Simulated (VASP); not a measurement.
# Ge: single point with PBE

Ge:

```
CELL_PARAMETERS angstrom
3.76997 0.00000 0.00000
0.00000 5.13016 0.00000
0.00000 0.00000 6.01895
ATOMIC_POSITIONS crystal
Ge 0.50000 0.00000 0.71064
Ge 0.50000 0.00000 0.28936
Ge 0.00000 0.50000 0.00000
Ge 0.00000 0.00000 0.00000
```

The cell was generated, and may not be a known phase.

- Program: VASP 6.6.1
- Task: single point
- Functional: PBE
- Potentials or basis: VASP PAW PBE potentials, release 64 (Ge_d)
- Cutoff: 520 eV
- k mesh: 12 × 10 × 8
- Occupations: gaussian, width 0.1 eV
- Spin: no spin polarisation
- Dipole correction: no
- Further INCAR settings: ALGO = Normal; EDIFF = 1e-06; NBANDS = 36

The pressure is 0.0 GPa. The band gap on the k mesh is zero (bands 28 and 29 overlap by 1.40 eV).

Forces in eV/Å, atoms in the order of the input:
```
Ge   0.000  0.000  0.002
Ge   0.000  0.000 -0.002
Ge   0.000  0.000  0.000
Ge   0.000  0.000  0.000
```

Levels at points of the mesh, in eV from the Fermi level:
```tsv
k point	band 25	band 26	band 27	band 28	band 29	band 30	band 31	band 32
(0.00, 0.00, 0.00)	-4.43	-1.63	0.45	0.82	0.85	1.10	2.72	3.09
(0.50, 0.00, 0.00)	-4.41	-3.51	-3.28	-0.45	-0.38	-0.37	1.84	2.26
(0.00, 0.50, 0.00)	-1.49	-1.31	-0.88	0.25	2.15	2.38	2.79	2.99
(0.50, 0.50, 0.00)	-4.18	-3.15	-2.77	-0.48	0.34	1.34	1.45	3.13
(0.00, 0.00, 0.50)	-2.69	-2.39	-1.32	-0.67	0.33	1.17	2.83	3.10
(0.50, 0.00, 0.50)	-4.31	-3.27	-0.78	-0.19	0.34	0.67	0.93	1.44
(0.00, 0.50, 0.50)	-2.55	-2.11	-0.93	0.87	1.24	2.10	2.17	2.36
(0.50, 0.50, 0.50)	-4.01	-2.43	-0.55	-0.12	-0.03	0.67	1.94	3.17
```

It took 7 min on 1 thread of Intel(R) Xeon(R) 6975P-C (Granite Rapids), with other jobs on the host, peak memory 0.67 GiB.
